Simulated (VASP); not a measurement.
Al2O3, 10 atoms in the cell. Symmetry: Pnnm, No. 58, orthorhombic system. Conventional cell: a = 4.614 Å, b = 9.563 Å, c = 3.120 Å, α = 90.00°, β = 90.00°, γ = 90.00°. Al (site symmetry m) has 4 O at 1.68 to 1.82 Å within 2.2 Å. Within 2.2 Å of O (site symmetry 2/m) lie 2 Al at 1.68 Å. Within 2.4 Å of O (site symmetry m) lie 3 Al at 1.82 Å. 

```yaml
Program: VASP 6.6.1
Task: single point
Functional: PBE
Potentials_or_basis: VASP PAW PBE potentials, release 64 (Al, O)
Cutoff: 520 eV
k_mesh: 8 × 4 × 12
Occupations: fermi-dirac, width 0.05 eV
Spin: no spin polarisation
Dipole_correction: no
Further_INCAR_settings: ALGO = Normal; EDIFF = 1e-07; NBANDS = 35
```

Potentials or basis: VASP PAW PBE potentials, release 64 (Al, O).

Launch:

```bash
$ cat potpaw_PBE.64/Al/POTCAR potpaw_PBE.64/O/POTCAR > POTCAR
$ mpirun -np 1 vasp_std > vasp.out
```

Hardware: 1 thread of AMD EPYC 9R45 96-Core Processor (Zen 5) (shared host).

Q: How long does it take, and how much memory?

A: It took 5.2 min on 1 thread of AMD EPYC 9R45 96-Core Processor (Zen 5), with other jobs on the host, peak memory 0.44 GiB. Counts: scf iterations 16, k points 105.
